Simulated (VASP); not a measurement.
# ZrC (Fm-3m) in VASP: settings compared

ZrC is run at these levels: LDA, PBE, PBEsol, r2SCAN; tasks: single point.

All numbers are computed with VASP 6.6.1; they aren't measurements. Logs are shortened: lines on timing, memory, paths and dates and some standing lists are left out, and cuts for length are marked.

### 1 The cell of the first run

Symmetry: Fm-3m, No. 225, cubic system. Conventional cell: a = 4.642 Å, b = 4.642 Å, c = 4.642 Å, α = 90.00°, β = 90.00°, γ = 90.00°. Within 3.1 Å of Zr (site symmetry m-3m) lie 6 C at 2.32 Å. C (site symmetry m-3m) has 6 Zr at 2.32 Å within 3.1 Å.

### 2 Single point, LDA

File INCAR:

```
  PREC = Accurate
  ENCUT = 520
  EDIFF = 1E-7
  ISMEAR = -1
  SIGMA = 0.1
  LREAL = F
  LASPH = T
  NELM = 60
  ALGO = Normal
  ISIF = 2
  LWAVE = F
  LCHARG = F
  GGA = CA
  NBANDS = 15
```

File KPOINTS:

```
Automatic mesh
0
Gamma
  11 11 11
```

File POSCAR:

```
ZrC
1.0
    0.0000000000      2.3212067997      2.3212067997
    2.3212067997      0.0000000000      2.3212067997
    2.3212067997      2.3212067997      0.0000000000
Zr C
1 1
Direct
    0.5000000000      0.5000000000      0.5000000000
    0.0000000000      0.0000000000      0.0000000000
```

Potentials or basis: VASP PAW LDA potentials, release 64 (Zr_sv, C).

The run is started by

```
$ cat potpaw_LDA.64/Zr_sv/POTCAR potpaw_LDA.64/C/POTCAR > POTCAR
$ mpirun -np 1 vasp_std > vasp.out
```

OUTCAR:

```text
PREC = Accurate
   ENCUT = 520
   EDIFF = 1E-7
   ISMEAR = -1
   LREAL = F
   LASPH = T
   NELM = 60
   ISIF = 2
   GGA = CA

 ion  position               nearest neighbor table
   1  0.500  0.500  0.500-   2 2.32   2 2.32   2 2.32   2 2.32   2 2.32   2 2.32
   2  0.000  0.000  0.000-   1 2.32   1 2.32   1 2.32   1 2.32   1 2.32   1 2.32

  LATTYP: Found a face centered cubic cell.
 ALAT       =     4.6424135994

  Lattice vectors:

 A1 = (   0.0000000000,   2.3212067997,   2.3212067997)
 A2 = (   2.3212067997,   0.0000000000,   2.3212067997)
 A3 = (   2.3212067997,   2.3212067997,   0.0000000000)

Analysis of symmetry for initial positions (statically):
=====================================================================
 Subroutine PRICEL returns:
 Original cell was already a primitive cell.

 Routine SETGRP: Setting up the symmetry group for a
 face centered cubic supercell.

 Subroutine GETGRP returns: Found 48 space group operations
 (whereof 48 operations were pure point group operations)
 out of a pool of 48 trial point group operations.

The static configuration has the point symmetry O_h .

Analysis of symmetry for dynamics (positions and initial velocities):
=====================================================================
 Subroutine PRICEL returns:
 Original cell was already a primitive cell.

 Routine SETGRP: Setting up the symmetry group for a
 face centered cubic supercell.

 Subroutine GETGRP returns: Found 48 space group operations
 (whereof 48 operations were pure point group operations)
 out of a pool of 48 trial point group operations.

The dynamic configuration has the point symmetry O_h .

 Subroutine INISYM returns: Found 48 space group operations
 (whereof 48 operations are pure point group operations),
 and found     1 'primitive' translations

----------------------------------------------------------------------------------------

                                     Primitive cell

  volume of cell :      25.0133

  direct lattice vectors                    reciprocal lattice vectors
     0.000000000  2.321206800  2.321206800    -0.215405194  0.215405194  0.215405194
     2.321206800  0.000000000  2.321206800     0.215405194 -0.215405194  0.215405194
     2.321206800  2.321206800  0.000000000     0.215405194  0.215405194 -0.215405194

  length of vectors
     3.282682137  3.282682137  3.282682137     0.373092739  0.373092739  0.373092739

  position of ions in fractional coordinates (direct lattice)
     0.500000000  0.500000000  0.500000000
     0.000000000  0.000000000  0.000000000

  ion indices of the primitive-cell ions
   primitive index   ion index
                 1           1
                 2           2

----------------------------------------------------------------------------------------

 KPOINTS: Automatic mesh

Automatic generation of k-mesh.
 Grid dimensions read from file:
 generate k-points for:   11   11   11

 Generating k-lattice:

  Cartesian coordinates                     Fractional coordinates (reciprocal lattice)
    -0.019582290  0.019582290  0.019582290     0.090909091  0.000000000  0.000000000
     0.019582290 -0.019582290  0.019582290     0.000000000  0.090909091  0.000000000
     0.019582290  0.019582290 -0.019582290     0.000000000  0.000000000  0.090909091

  Length of vectors
     0.033917522  0.033917522  0.033917522

  Shift w.r.t. Gamma in fractional coordinates (k-lattice)
     0.000000000  0.000000000  0.000000000

 Subroutine IBZKPT returns following result:
 ===========================================

 Found     56 irreducible k-points:

 Following reciprocal coordinates:
            Coordinates               Weight
  0.000000  0.000000  0.000000      1.000000
  0.090909  0.000000  0.000000      8.000000
  0.181818  0.000000  0.000000      8.000000
  0.272727  0.000000  0.000000      8.000000
  0.363636  0.000000  0.000000      8.000000
  0.454545  0.000000  0.000000      8.000000
[... 16 lines left out ...]
 -0.272727  0.181818  0.000000     24.000000
 -0.181818  0.181818  0.000000     12.000000
 [... further k-points ...]
   k-points           NKPTS =     56   k-points in BZ     NKDIM =     56   number of bands    NBANDS=     15
   number of dos      NEDOS =    301   number of ions     NIONS =      2
   total plane-waves  NPLWV =  13824
   dimension x,y,z NGX =    24 NGY =   24 NGZ =   24
   dimension x,y,z NGXF=    48 NGYF=   48 NGZF=   48
   ions per type =               1   1
   NGX,Y,Z   is equivalent  to a cutoff of  12.15, 12.15, 12.15 a.u.
   NGXF,Y,Z  is equivalent  to a cutoff of  24.31, 24.31, 24.31 a.u.
 SYSTEM =  unknown system
   PREC   = accura    normal or accurate (medium, high low for compatibility)
   ISTART =      0    job   : 0-new  1-cont  2-samecut
   ICHARG =      2    charge: 1-file 2-atom 10-const
   ISPIN  =      1    spin polarized calculation?
   LNONCOLLINEAR =      F non collinear calculations
   LSORBIT =      F    spin-orbit coupling
   LASPH  =      T    aspherical Exc in radial PAW
   ENCUT  =  520.0 eV  38.22 Ry    6.18 a.u.   6.10  6.10  6.10*2*pi/ulx,y,z
   NELM   =     60;   NELMIN=  2; NELMDL= -5     # of ELM steps
   EDIFF  = 0.1E-06   stopping-criterion for ELM
   LREAL  =      F    real-space projection
   EDIFFG = 0.1E-05   stopping-criterion for IOM
   NSW    =      0    number of steps for IOM
   IBRION =     -1    ionic relax: 0-MD 1-quasi-New 2-CG
   NFREE  =      0    steps in history (QN), initial steepest desc. (CG)
   ISIF   =      2    stress and relaxation
   ISYM   =      2    0-nonsym 1-usesym 2-fastsym
   POTIM  = 0.5000    time-step for ionic-motion
   TEBEG  =    0.0;   TEEND  =   0.0 temperature during run
   PSTRESS=    0.0 pullay stress
   NELECT =      16.0000    total number of electrons
   NUPDOWN=      -1.0000    fix difference up-down
   EMIN   =  10.00;   EMAX   =-10.00  energy-range for DOS
   EFERMI =   0.00;   METHOD = LEGACY
   ISMEAR =    -1;   SIGMA  =   0.10  broadening in eV -4-tet -1-fermi 0-gaus
   EFERMI_NEDOS =   21; number of points for ismear=-14 and -15
   IALGO  =     38    algorithm
   IMIX   =      4    mixing-type and parameters
     AMIX     =   0.40;   BMIX     =  1.00
     AMIX_MAG =   1.60;   BMIX_MAG =  1.00
  volume/ion in A,a.u.               =      12.51        84.40
  Fermi-wavevector in a.u.,A,eV,Ry     =   1.410558  2.665568 27.071162  1.989674
  Thomas-Fermi vector in A             =   2.532500
   LORBIT       =      0    0 simple, 1 ext, 2 COOP (PROOUT), +10 PAW based schemes
   GGA     = CA    functional components
   LHFCALC =     F    Hartree Fock is set to
   AEXX    =    0.0000 exact exchange contribution
   IVDW    =     0    specifies the selected vdW correction
   LEPSILON=     F    determine dielectric tensor
   LRPA    =     F    only Hartree local field effects (RPA)
 non-spin polarized calculation
  energy-cutoff  :      520.00
  volume of cell :       25.01
 maximum number of plane-waves:       684
   NGX = 13   NGY = 13   NGZ = 13

 number of electron      16.0000000 magnetization

 Free energy of the ion-electron system (eV)
  ---------------------------------------------------
  ext. energy  EPLUGINS =         0.00000000
  ---------------------------------------------------
  free energy    TOTEN  =       -21.28160305 eV

  energy without entropy =      -21.27028675  energy(sigma->0) =      -21.27594490

 E-fermi :   9.8948     XC(G=0): -12.5407

 val. band max:        9.7833255675   @ k =   0.1818   0.1818   0.0000
 cond. band min:       9.9003586442   @ k =   0.0909   0.0000   0.0000
 fundamental gap:      0.1170330766
 Fermi energy:         9.8947926042

 k-point     1 :       0.0000    0.0000    0.0000
  band No.  band energies     occupation
      1     -37.7790      2.00000
      2     -15.6109      2.00000
      3     -15.6109      2.00000
      4     -15.6109      2.00000
      5      -1.3942      2.00000
      6      10.8354      0.00016
      7      10.8354      0.00016
      8      10.8354      0.00016
      9      10.9330      0.00006
     10      10.9330      0.00006
     11      10.9330      0.00006
     12      12.7895      0.00000
     13      12.7895      0.00000
     14      17.7115      0.00000
     15      20.4131      0.00000

 k-point     2 :       0.0909    0.0000    0.0000
  band No.  band energies     occupation
      1     -37.7693      2.00000
      2     -15.6969      2.00000
      3     -15.6183      2.00000
      4     -15.6183      2.00000
      5      -1.1926      2.00000
      6       9.6250      1.87377
      7       9.9004      0.97218
      8       9.9004      0.97217
      9      11.2851      0.00000
     10      11.2851      0.00000
     11      11.7407      0.00000
     12      13.7799      0.00000
     13      13.7799      0.00000
     14      18.0863      0.00000
     15      20.9498      0.00000

 k-point     3 :       0.1818    0.0000    0.0000
  band No.  band energies     occupation
      1     -37.7431      2.00000
      2     -15.9206      2.00000
      3     -15.6378      2.00000
      4     -15.6378      2.00000
      5      -0.6319      2.00000
      6       8.1731      2.00000
      7       8.7580      1.99998
      8       8.7580      1.99998
      9      11.8613      0.00000
     10      11.8613      0.00000
     11      12.3016      0.00000
     12      15.5228      0.00000
     13      15.5228      0.00000
     14      18.9112      0.00000
     15      22.2804      0.00000
[... 343 lines left out ...]
 k-point    23 :      -0.2727    0.1818    0.0000
  band No.  band energies     occupation
      1     -37.6674      2.00000
      2     -16.3263      2.00000
      3     -15.9018      2.00000
      4     -15.6820      2.00000
      5       0.9083      2.00000
      6       5.7064      2.00000
      7       7.2087      2.00000
      8       7.6780      2.00000
      9      12.8718      0.00000
     10      13.7367      0.00000
     11      14.8781      0.00000
     12      16.4095      0.00000
     13      19.4989      0.00000
     14      20.1400      0.00000
     15      23.9042      0.00000

 k-point    24 :      -0.1818    0.1818    0.0000
  band No.  band energies     occupation
      1     -37.6969      2.00000
      2     -16.1676      2.00000
      3     -15.8248      2.00000
      4     -15.6467      2.00000
      5       0.3103      2.00000
      6       6.5120      2.00000
      7       7.5458      2.00000
      8       8.0832      2.00000
      9      12.1415      0.00000
     10      13.3928      0.00000
     11      14.1000      0.00000
     12      15.3520      0.00000
     13      18.8866      0.00000
     14      19.7663      0.00000
     15      23.8288      0.00000

 [... further k-points ...]
[... 5 lines left out ...]
  --------------------------------------------------------------------------------------
  -------------------------------------------------------------------------------------
  Total        0.0857993      0.0857993      0.0857993      0.0000000     -0.0000000      0.0000000
  in kB        5.4956957      5.4956957      5.4956957      0.0000000     -0.0000000      0.0000000
  external PRESSURE =       5.4956957 kB  Pullay stress =       0.0000000 kB

 VOLUME and BASIS-vectors are now :
 -----------------------------------------------------------------------------
  energy-cutoff  :      520.00
  volume of cell :       25.01
      direct lattice vectors                 reciprocal lattice vectors
     0.000000000  2.321206800  2.321206800    -0.215405194  0.215405194  0.215405194
     2.321206800  0.000000000  2.321206800     0.215405194 -0.215405194  0.215405194
     2.321206800  2.321206800  0.000000000     0.215405194  0.215405194 -0.215405194

 POSITION                                       TOTAL-FORCE (eV/Angst)
 -----------------------------------------------------------------------------------
      2.32121      2.32121      2.32121        -0.000000     -0.000000      0.000000
      0.00000      0.00000      0.00000         0.000000      0.000000     -0.000000
 -----------------------------------------------------------------------------------
    total drift:                                0.000000     -0.000000      0.000000

  FREE ENERGIE OF THE ION-ELECTRON SYSTEM (eV)
  ---------------------------------------------------
  free  energy   TOTEN  =       -21.2816030525 eV

  energy  without entropy=      -21.2702867492  energy(sigma->0) =      -21.27594490
```

Run time: 10 s. Hardware: 1 thread of Intel Xeon Platinum 8259CL at 2.50GHz (Skylake/Cascade Lake), shared host; peak memory 0.14 GiB.

What came out:

- Free energy: -21.2816 eV
- Pressure: 0.5 GPa
- Band gap on the k mesh: zero (band 8 reaches 10.84 eV, above the bottom of band 9 at 9.52 eV)

### 3 Single point, PBE

This run uses another cell than the first one, of 13.06 Å³/atom, 1.044 times its volume.

File INCAR:

```
  PREC = Accurate
  ENCUT = 520
  EDIFF = 1E-7
  ISMEAR = -1
  SIGMA = 0.1
  LREAL = F
  LASPH = T
  NELM = 80
  ALGO = Normal
  ISIF = 2
  LWAVE = F
  LCHARG = T
  GGA = PE
  LELF = T
  LVHAR = T
  NBANDS = 15
```

File KPOINTS:

```
regular mesh
0
Gamma
  11 11 11
```

File POSCAR:

```
ZrC
1.0
    0.0000000000      2.3547983573      2.3547983573
    2.3547983573      0.0000000000      2.3547983573
    2.3547983573      2.3547983573      0.0000000000
Zr C
1 1
Direct
    0.5000000000      0.5000000000      0.5000000000
    0.0000000000      0.0000000000      0.0000000000
```

Potentials or basis: VASP PAW PBE potentials, release 64 (Zr_sv, C).

The run is started by

```
$ cat potpaw_PBE.64/Zr_sv/POTCAR potpaw_PBE.64/C/POTCAR > POTCAR
$ mpirun -np 1 vasp_std > vasp.out
```

OUTCAR:

```text
PREC = Accurate
   ENCUT = 520
   EDIFF = 1E-7
   ISMEAR = -1
   LREAL = F
   LASPH = T
   NELM = 80
   ISIF = 2
   GGA = PE

 ion  position               nearest neighbor table
   1  0.500  0.500  0.500-   2 2.35   2 2.35   2 2.35   2 2.35   2 2.35   2 2.35
   2  0.000  0.000  0.000-   1 2.35   1 2.35   1 2.35   1 2.35   1 2.35   1 2.35

  LATTYP: Found a face centered cubic cell.
 ALAT       =     4.7095967146

  Lattice vectors:

 A1 = (   0.0000000000,   2.3547983573,   2.3547983573)
[... 608 lines left out ...]
      9      11.7824      0.00000
     10      12.9748      0.00000
     11      13.5892      0.00000
     12      14.7174      0.00000
     13      18.1464      0.00000
     14      19.0183      0.00000
     15      23.0698      0.00000

 [... further k-points ...]
[... 5 lines left out ...]
  --------------------------------------------------------------------------------------
  -------------------------------------------------------------------------------------
  Total        0.0264246      0.0264246      0.0264246      0.0000000      0.0000000     -0.0000000
  in kB        1.6211666      1.6211666      1.6211666      0.0000000      0.0000000     -0.0000000
  external PRESSURE =       1.6211666 kB  Pullay stress =       0.0000000 kB

 VOLUME and BASIS-vectors are now :
 -----------------------------------------------------------------------------
  energy-cutoff  :      520.00
  volume of cell :       26.12
      direct lattice vectors                 reciprocal lattice vectors
     0.000000000  2.354798357  2.354798357    -0.212332406  0.212332406  0.212332406
     2.354798357  0.000000000  2.354798357     0.212332406 -0.212332406  0.212332406
     2.354798357  2.354798357  0.000000000     0.212332406  0.212332406 -0.212332406

 POSITION                                       TOTAL-FORCE (eV/Angst)
 -----------------------------------------------------------------------------------
      2.35480      2.35480      2.35480         0.000000      0.000000     -0.000000
      0.00000      0.00000      0.00000        -0.000000     -0.000000      0.000000
 -----------------------------------------------------------------------------------
    total drift:                                0.000000      0.000000      0.000000

  FREE ENERGIE OF THE ION-ELECTRON SYSTEM (eV)
  ---------------------------------------------------
  free  energy   TOTEN  =       -19.4657352393 eV

  energy  without entropy=      -19.4543762438  energy(sigma->0) =      -19.46005574
```

OSZICAR:

```text
N       E                     dE             d eps       ncg     rms          rms(c)
DAV:   1     0.100455912842E+03    0.10046E+03   -0.85002E+03  1680   0.107E+03
DAV:   2    -0.167776388016E+02   -0.11723E+03   -0.10950E+03  2121   0.288E+02
DAV:   3    -0.227920455551E+02   -0.60144E+01   -0.59786E+01  2746   0.553E+01
DAV:   4    -0.229386668118E+02   -0.14662E+00   -0.14658E+00  1966   0.617E+00
DAV:   5    -0.229404724034E+02   -0.18056E-02   -0.18055E-02  2340   0.603E-01    0.202E+01
DAV:   6    -0.195844904768E+02    0.33560E+01   -0.63660E+00  1942   0.227E+01    0.695E+00
DAV:   7    -0.194811312856E+02    0.10336E+00   -0.64168E-01  1941   0.591E+00    0.609E+00
DAV:   8    -0.195066834647E+02   -0.25552E-01   -0.35430E-01  1996   0.461E+00    0.523E+00
DAV:   9    -0.194675106363E+02    0.39173E-01   -0.62017E-02  1827   0.181E+00    0.112E+00
DAV:  10    -0.194657452220E+02    0.17654E-02   -0.71034E-03  2198   0.680E-01    0.456E-02
DAV:  11    -0.194657431844E+02    0.20376E-05   -0.16308E-04  1962   0.119E-01    0.540E-02
DAV:  12    -0.194657372632E+02    0.59211E-05   -0.57472E-06  2108   0.202E-02    0.188E-02
DAV:  13    -0.194657353120E+02    0.19512E-05   -0.30387E-06  2058   0.110E-02    0.545E-03
DAV:  14    -0.194657352393E+02    0.72791E-07   -0.13496E-07  1674   0.234E-03
   1 F= -.19465735E+02 E0= -.19460056E+02  d E =-.113590E-01
```

stdout:

```text
POSCAR found type information on POSCAR ZrC
 POSCAR found :  2 types and       2 ions
 scaLAPACK will be used
 LDA part: xc-table for (Slater+PW92), standard interpolation
 POSCAR, INCAR and KPOINTS ok, starting setup
 FFT: planning ... GRIDC
 FFT: planning ... GRID_SOFT
 FFT: planning ... GRID
 WAVECAR not read
 entering main loop
```

Wall time 24 s (1 thread of Intel Xeon Platinum 8259CL at 2.50GHz (Skylake/Cascade Lake), shared host); peak memory 0.17 GiB.

Results:

* Free energy: -19.4657 eV
* Pressure: 0.2 GPa
* Band gap on the k mesh: zero (band 8 reaches 10.48 eV, above the bottom of band 9 at 9.18 eV)

(Part 1 of 2 ends here.)
